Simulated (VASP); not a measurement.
# SrCl2 (I4/mmm) in VASP: single point with PBE

Aim: the single point of SrCl2 with PBE.

All numbers are computed with VASP 6.6.1; they aren't measurements. Logs are shortened: lines on timing, memory, paths and dates and some standing lists are left out, and cuts for length are marked.

## (1) The cell of the first run

Symmetry: I4/mmm, No. 139, tetragonal system. The conventional cell has a = 4.850 Å, b = 4.850 Å, c = 7.201 Å, α = 90.00°, β = 90.00°, γ = 90.00°. Sr (site symmetry 4/mmm) has 8 Cl at 3.02 Å within 4.0 Å. Within 4.0 Å of Cl (site symmetry -4m2) lie 4 Sr at 3.02 Å and 6 Cl at 3.43 to 3.60 Å.

## (2) Single point, PBE

Input file INCAR:

```
SYSTEM = SrCl2
PREC = Accurate
ENCUT = 520
EDIFF = 1E-7
ISMEAR = 0
SIGMA = 0.05
LREAL = .False.
LASPH = .True.
NELM = 80
ALGO = Normal
ISIF = 2
LWAVE = .False.
LCHARG = .False.
GGA = PE
NBANDS = 19
```

Input file KPOINTS:

```
Automatic mesh
0
Gamma
  6 6 6
  0 0 0
```

Input file POSCAR:

```
SrCl2
1.0
    0.0000000000      3.4292724257      3.6007360470
    3.4292724257      0.0000000000      3.6007360470
    3.4292724257      3.4292724257      0.0000000000
Sr Cl
1 2
Direct
    0.0000000000      0.0000000000      0.0000000000
    0.2500000000      0.2500000000      0.2500000000
    0.7500000000      0.7500000000      0.7500000000
```

Potentials or basis: VASP PAW PBE potentials, release 64 (Sr_sv, Cl).

On the command line:

```console
$ cat potpaw_PBE.64/Sr_sv/POTCAR potpaw_PBE.64/Cl/POTCAR > POTCAR
$ mpirun -np 1 vasp_std > vasp.out
```

OUTCAR:

```text
SYSTEM = SrCl2
   PREC = Accurate
   ENCUT = 520
   EDIFF = 1E-7
   ISMEAR = 0
   LREAL = .False.
   LASPH = .True.
   NELM = 80
   ISIF = 2
   GGA = PE

 ion  position               nearest neighbor table
   1  0.000  0.000  0.000-   2 3.02   3 3.02   3 3.02   3 3.02   3 3.02   2 3.02   2 3.02   2 3.02

   2  0.250  0.250  0.250-   1 3.02   1 3.02   1 3.02   1 3.02
   3  0.750  0.750  0.750-   1 3.02   1 3.02   1 3.02   1 3.02

  LATTYP: Found a body centered tetragonal cell.
 ALAT       =     4.8497235735
 C/A-ratio  =     1.4849242405

  Lattice vectors:

 A1 = (  -3.4292724257,   0.0000000000,   3.6007360470)
 A2 = (   3.4292724257,   0.0000000000,   3.6007360470)
 A3 = (   0.0000000000,   3.4292724257,  -3.6007360470)

Analysis of symmetry for initial positions (statically):
=====================================================================
 Subroutine PRICEL returns:
 Original cell was already a primitive cell.

 Routine SETGRP: Setting up the symmetry group for a
 body centered tetragonal supercell.

 Subroutine GETGRP returns: Found 16 space group operations
 (whereof 16 operations were pure point group operations)
 out of a pool of 16 trial point group operations.

The static configuration has the point symmetry D_4h.

Analysis of symmetry for dynamics (positions and initial velocities):
=====================================================================
 Subroutine PRICEL returns:
 Original cell was already a primitive cell.

 Routine SETGRP: Setting up the symmetry group for a
 body centered tetragonal supercell.

 Subroutine GETGRP returns: Found 16 space group operations
 (whereof 16 operations were pure point group operations)
 out of a pool of 16 trial point group operations.

The dynamic configuration has the point symmetry D_4h.

 Subroutine INISYM returns: Found 16 space group operations
 (whereof 16 operations are pure point group operations),
 and found     1 'primitive' translations

----------------------------------------------------------------------------------------

                                     Primitive cell

  volume of cell :      84.6887

  direct lattice vectors                    reciprocal lattice vectors
     0.000000000  3.429272426  3.600736047    -0.145803523  0.145803523  0.138860498
     3.429272426  0.000000000  3.600736047     0.145803523 -0.145803523  0.138860498
     3.429272426  3.429272426  0.000000000     0.145803523  0.145803523 -0.138860498

  length of vectors
     4.972445017  4.972445017  4.849723573     0.248595198  0.248595198  0.248595198

  position of ions in fractional coordinates (direct lattice)
     0.000000000  0.000000000  0.000000000
     0.250000000  0.250000000  0.250000000
     0.750000000  0.750000000  0.750000000

  ion indices of the primitive-cell ions
   primitive index   ion index
                 1           1
                 2           2
                 3           3

----------------------------------------------------------------------------------------

 KPOINTS: Automatic mesh

Automatic generation of k-mesh.
 Grid dimensions read from file:
 generate k-points for:    6    6    6

 Generating k-lattice:

  Cartesian coordinates                     Fractional coordinates (reciprocal lattice)
    -0.024300587  0.024300587  0.023143416     0.166666667  0.000000000  0.000000000
     0.024300587 -0.024300587  0.023143416     0.000000000  0.166666667  0.000000000
     0.024300587  0.024300587 -0.023143416    -0.000000000 -0.000000000  0.166666667

  Length of vectors
     0.041432533  0.041432533  0.041432533

  Shift w.r.t. Gamma in fractional coordinates (k-lattice)
     0.000000000  0.000000000  0.000000000

 Subroutine IBZKPT returns following result:
 ===========================================

 Found     30 irreducible k-points:

 Following reciprocal coordinates:
            Coordinates               Weight
  0.000000  0.000000  0.000000      1.000000
  0.166667  0.000000  0.000000      8.000000
  0.333333 -0.000000  0.000000      8.000000
  0.500000 -0.000000  0.000000      4.000000
  0.166667  0.166667  0.000000      2.000000
  0.333333  0.166667  0.000000      8.000000
[... 16 lines left out ...]
  0.333333  0.000000  0.333333      4.000000
  0.500000  0.000000  0.333333     16.000000
 [... further k-points ...]
   k-points           NKPTS =     30   k-points in BZ     NKDIM =     30   number of bands    NBANDS=     19
   number of dos      NEDOS =    301   number of ions     NIONS =      3
   total plane-waves  NPLWV =  57600
   dimension x,y,z NGX =    40 NGY =   40 NGZ =   36
   dimension x,y,z NGXF=    80 NGYF=   80 NGZF=   72
   ions per type =               1   2
   NGX,Y,Z   is equivalent  to a cutoff of  13.37, 13.37, 12.34 a.u.
   NGXF,Y,Z  is equivalent  to a cutoff of  26.75, 26.75, 24.68 a.u.
 SYSTEM =  SrCl2
   PREC   = accura    normal or accurate (medium, high low for compatibility)
   ISTART =      0    job   : 0-new  1-cont  2-samecut
   ICHARG =      2    charge: 1-file 2-atom 10-const
   ISPIN  =      1    spin polarized calculation?
   LNONCOLLINEAR =      F non collinear calculations
   LSORBIT =      F    spin-orbit coupling
   LASPH  =      T    aspherical Exc in radial PAW
   ENCUT  =  520.0 eV  38.22 Ry    6.18 a.u.   9.25  9.25  9.02*2*pi/ulx,y,z
   NELM   =     80;   NELMIN=  2; NELMDL= -5     # of ELM steps
   EDIFF  = 0.1E-06   stopping-criterion for ELM
   LREAL  =      F    real-space projection
   EDIFFG = 0.1E-05   stopping-criterion for IOM
   NSW    =      0    number of steps for IOM
   IBRION =     -1    ionic relax: 0-MD 1-quasi-New 2-CG
   NFREE  =      0    steps in history (QN), initial steepest desc. (CG)
   ISIF   =      2    stress and relaxation
   ISYM   =      2    0-nonsym 1-usesym 2-fastsym
   POTIM  = 0.5000    time-step for ionic-motion
   TEBEG  =    0.0;   TEEND  =   0.0 temperature during run
   PSTRESS=    0.0 pullay stress
   NELECT =      24.0000    total number of electrons
   NUPDOWN=      -1.0000    fix difference up-down
   EMIN   =  10.00;   EMAX   =-10.00  energy-range for DOS
   EFERMI =   0.00;   METHOD = LEGACY
   ISMEAR =     0;   SIGMA  =   0.05  broadening in eV -4-tet -1-fermi 0-gaus
   EFERMI_NEDOS =   21; number of points for ismear=-14 and -15
   IALGO  =     38    algorithm
   IMIX   =      4    mixing-type and parameters
     AMIX     =   0.40;   BMIX     =  1.00
     AMIX_MAG =   1.60;   BMIX_MAG =  1.00
  volume/ion in A,a.u.               =      28.23       190.50
  Fermi-wavevector in a.u.,A,eV,Ry     =   1.075318  2.032056 15.732530  1.156308
  Thomas-Fermi vector in A             =   2.211171
   LORBIT       =      0    0 simple, 1 ext, 2 COOP (PROOUT), +10 PAW based schemes
   GGA     = PE    functional components
   LHFCALC =     F    Hartree Fock is set to
   AEXX    =    0.0000 exact exchange contribution
   IVDW    =     0    specifies the selected vdW correction
   LEPSILON=     F    determine dielectric tensor
   LRPA    =     F    only Hartree local field effects (RPA)
 non-spin polarized calculation
 Gauss-broadening in eV      SIGMA  =   0.05
  energy-cutoff  :      520.00
  volume of cell :       84.69
 maximum number of plane-waves:      2304
 NGX is ok and might be reduce to    40
   NGX = 19   NGY = 19   NGZ = 17

 number of electron      24.0000002 magnetization

 Free energy of the ion-electron system (eV)
  ---------------------------------------------------
  ext. energy  EPLUGINS =         0.00000000
  ---------------------------------------------------
  free energy    TOTEN  =       -12.75935626 eV

  energy without entropy =      -12.75935626  energy(sigma->0) =      -12.75935626

 E-fermi :   0.5905     XC(G=0):  -8.2934

 val. band max:        0.2850752913   @ k =   0.5000   0.0000   0.5000
 cond. band min:       5.4326337853   @ k =   0.0000   0.0000   0.0000
 fundamental gap:      5.1475584940
 Fermi energy:         0.5905328259

 k-point     1 :       0.0000    0.0000    0.0000
  band No.  band energies     occupation
      1     -32.7160      2.00000
      2     -14.7126      2.00000
      3     -14.7126      2.00000
      4     -14.6988      2.00000
      5     -13.1394      2.00000
      6     -12.2729      2.00000
[... 11 lines left out ...]
     18       9.2793      0.00000
     19       9.4736      0.00000

 k-point     2 :       0.1667    0.0000    0.0000
  band No.  band energies     occupation
      1     -32.7152      2.00000
      2     -14.7965      2.00000
      3     -14.7155      2.00000
      4     -14.7071      2.00000
      5     -12.9878      2.00000
      6     -12.3310      2.00000
[... 11 lines left out ...]
     18       8.9204      0.00000
     19       9.9303      0.00000

 k-point     3 :       0.3333   -0.0000    0.0000
  band No.  band energies     occupation
      1     -32.7136      2.00000
      2     -14.9354      2.00000
      3     -14.7213      2.00000
      4     -14.7154      2.00000
      5     -12.7689      2.00000
      6     -12.3904      2.00000
[... 11 lines left out ...]
     18       8.7617      0.00000
     19       9.2819      0.00000

 k-point     4 :       0.5000   -0.0000    0.0000
  band No.  band energies     occupation
      1     -32.7128      2.00000
      2     -14.9927      2.00000
      3     -14.7243      2.00000
      4     -14.7195      2.00000
      5     -12.7335      2.00000
      6     -12.3534      2.00000
[... 407 lines left out ...]
     18       9.6898      0.00000
     19      10.1412      0.00000

 k-point    23 :       0.3333    0.0000    0.3333
  band No.  band energies     occupation
      1     -32.7126      2.00000
      2     -14.9818      2.00000
      3     -14.7423      2.00000
      4     -14.7213      2.00000
      5     -12.5440      2.00000
      6     -12.5343      2.00000
[... 11 lines left out ...]
     18       8.2633      0.00000
     19       9.8393      0.00000

 k-point    24 :       0.5000    0.0000    0.3333
  band No.  band energies     occupation
      1     -32.7118      2.00000
      2     -15.0015      2.00000
      3     -14.7818      2.00000
      4     -14.7336      2.00000
      5     -12.5709      2.00000
      6     -12.4191      2.00000
[... 11 lines left out ...]
     18       9.1573      0.00000
     19       9.9866      0.00000

 [... further k-points ...]

------------------------ aborting loop because EDIFF is reached ----------------------------------------

  FORCE on cell =-STRESS in cart. coord.  units (eV):
  Direction    XX          YY          ZZ          XY          YZ          ZX
  --------------------------------------------------------------------------------------
  -------------------------------------------------------------------------------------
  Total        1.0675481      1.0675481     -0.2505691      0.0000000      0.0000000      0.0000000
  in kB       20.1963456     20.1963456     -4.7403757      0.0000000      0.0000000      0.0000000
  external PRESSURE =      11.8841052 kB  Pullay stress =       0.0000000 kB

 VOLUME and BASIS-vectors are now :
 -----------------------------------------------------------------------------
  energy-cutoff  :      520.00
  volume of cell :       84.69
      direct lattice vectors                 reciprocal lattice vectors
     0.000000000  3.429272426  3.600736047    -0.145803523  0.145803523  0.138860498
     3.429272426  0.000000000  3.600736047     0.145803523 -0.145803523  0.138860498
     3.429272426  3.429272426  0.000000000     0.145803523  0.145803523 -0.138860498

 POSITION                                       TOTAL-FORCE (eV/Angst)
 -----------------------------------------------------------------------------------
      0.00000      0.00000      0.00000         0.000000      0.000000     -0.000000
      1.71464      1.71464      1.80037         0.000000      0.000000     -0.000000
      5.14391      5.14391      5.40110        -0.000000     -0.000000      0.000000
 -----------------------------------------------------------------------------------
    total drift:                               -0.000000     -0.000000      0.000000

  FREE ENERGIE OF THE ION-ELECTRON SYSTEM (eV)
  ---------------------------------------------------
  free  energy   TOTEN  =       -12.7593562630 eV

  energy  without entropy=      -12.7593562630  energy(sigma->0) =      -12.75935626
```

It took 36 s on 1 thread of AMD EPYC 9R14 (Zen 4), shared host; peak memory 0.21 GiB.

Results:

| Quantity | Value |
| --- | --- |
| Free energy | -12.7594 eV |
| Pressure | 1.2 GPa |
| Band gap on the k mesh | 5.15 eV, indirect (least direct gap 5.37 eV) |

Stress tensor (GPa, compression positive):
```
 2.02  0.00  0.00
 0.00  2.02  0.00
 0.00  0.00 -0.47
```
